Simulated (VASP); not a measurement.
## Al7GaP8: single point with PBEsol

Crystal: Al7GaP8.

```
CELL_PARAMETERS angstrom
7.71657 0.00000 0.00000
0.00000 6.68274 0.00000
0.00000 0.00000 6.33533
ATOMIC_POSITIONS crystal
Al 0.98270 0.34098 0.00653
Al 0.50257 0.32966 0.98417
Al 0.25760 0.82267 0.98387
Al 0.74930 0.84773 0.96773
Al 0.28037 0.15009 0.51491
Al 0.74722 0.14448 0.47779
Al 0.50816 0.66282 0.48971
Ga 0.00374 0.67183 0.48433
P 0.98796 0.32958 0.39272
P 0.51933 0.34782 0.39049
P 0.22919 0.87336 0.38439
P 0.74190 0.84586 0.36806
P 0.25782 0.18356 0.85657
P 0.98957 0.68482 0.84588
P 0.76504 0.19279 0.87461
P 0.49235 0.69018 0.89488
```

- Program: VASP 6.6.1
- Task: single point
- Functional: PBEsol
- Potentials or basis: VASP PAW PBE potentials, release 64 (Al, Ga_d, P)
- Cutoff: 520 eV
- k mesh: 2 × 2 × 2, shifted
- Occupations: fermi-dirac, width 0.05 eV
- Spin: no spin polarisation
- Dipole correction: no
- Charge: 1
- Further INCAR settings: LREAL = Auto; ALGO = Normal; EDIFF = 1e-06; NBANDS = 51; NELECT = 73.0

| Quantity | Value |
| --- | --- |
| Largest force | 5.238 eV/Å |

Forces in eV/Å, atoms in the order of the input:
```
Al   2.868  1.446  0.904
Al   0.405  0.921  1.007
Al  -3.339  2.322  1.288
Al  -0.018  0.767  1.154
Al   0.208  4.025 -0.323
Al   0.465  2.543  2.116
Al  -0.963  1.807  1.281
Ga  -0.657 -0.216  0.017
P    1.418  0.417 -1.095
P   -1.147 -1.427 -1.719
P    0.577 -4.389 -2.801
P    0.424 -2.761 -1.632
P   -1.298 -0.442  2.351
P    0.997 -0.804  1.226
P   -2.399 -1.914 -1.791
P    2.460 -2.296 -1.983
```

Levels at points of the mesh, in eV from the Fermi level:
| k point | band 34 | band 35 | band 36 | band 37 | band 38 | band 39 |
| --- | --- | --- | --- | --- | --- | --- |
| (0.25, 0.25, 0.25) | -0.65 | -0.48 | -0.25 | 0.06 | 2.41 | 2.87 |

Run time: 51 s on 1 thread of AMD EPYC 9R45 96-Core Processor (Zen 5), with other jobs on the host, peak memory 0.34 GiB.

Caveat: the k points lie up to 0.50 Å⁻¹ apart; the cell carries a net charge on a neutralising background, which shifts energy and pressure; the cell is charged against a uniform background, so pressure and absolute levels hang on convention; the PAW data sets were made with another functional, which shifts forces and pressure a little.
